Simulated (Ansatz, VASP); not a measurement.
SnO: VASP beside Ansatz

The input INCAR:

```
ALGO = Normal ; EDIFF = 1E-7
ENCUT = 520 ; GGA = CA
ISIF = 2 ; ISMEAR = 0
LASPH = T ; LCHARG = F
LREAL = F ; LWAVE = F
NBANDS = 28 ; NELM = 80
PREC = Accurate ; SIGMA = 0.15
```

KPOINTS

```
k-points
0
Gamma
  10 10 8
```

The input POSCAR:

```
SnO
1.0
    3.7668771934      0.0000000000      0.0000000000
    0.0000000000      3.7668771934      0.0000000000
    0.0000000000      0.0000000000      4.6553197995
Sn O
2 2
Direct
    0.0000000000      0.5000000000      0.2457459271
    0.5000000000      0.0000000000      0.7542540729
    0.0000000000      0.0000000000      0.0000000000
    0.5000000000      0.5000000000      0.0000000000
```

Input for Ansatz:

```yaml
crystal:
  lattice:
    - [3.7668771934, 0.0, 0.0]
    - [0.0, 3.7668771934, 0.0]
    - [0.0, 0.0, 4.6553197995]
  atoms:
    - { symbol: Sn, position: [0.0, 0.5, 0.2457459271] }
    - { symbol: Sn, position: [0.5, 0.0, 0.7542540729] }
    - { symbol: O, position: [0.0, 0.0, 0.0] }
    - { symbol: O, position: [0.5, 0.5, 0.0] }
basis:
  ecutwfc: 520.0
kpoints:
  mp_grid: { grid: [10, 10, 8] }
hamiltonian:
  xc: lda
scf:
  occupations: { method: gaussian, width: 0.15 }
output:
  forces: true
  stress: true
  eigenvalues: true
```

Alike in both runs: task single point; functional LDA; k mesh 10 × 10 × 8; occupations gaussian, width 0.15 eV; no spin polarisation.

```csv
,VASP,Ansatz
version,VASP 6.6.1,Ansatz 0.2.0
potentials or method,"VASP PAW LDA potentials, release 64 (Sn_d, O), cutoff 520 eV","scalar-relativistic, plane waves, PAW"
valence electrons in the cell,40,40
```

Ansatz gave:

* gap on the k mesh at the Fermi level (eV): none
* pressure (GPa): 0.0
* rms of the force components (eV/Å): 0.002

Task: Estimate VASP's values.

Result: gap on the k mesh at the Fermi level (eV): none; pressure (GPa): 0.4; rms of the force components (eV/Å): 0.052.

LDA's correlation is that of Perdew and Zunger in VASP and of Perdew and Wang (1992) in Ansatz. Atom by atom the forces differ by 0.050 eV/Å (rms over components). A gap of «none» marks a metal or a gap that the smearing closes.
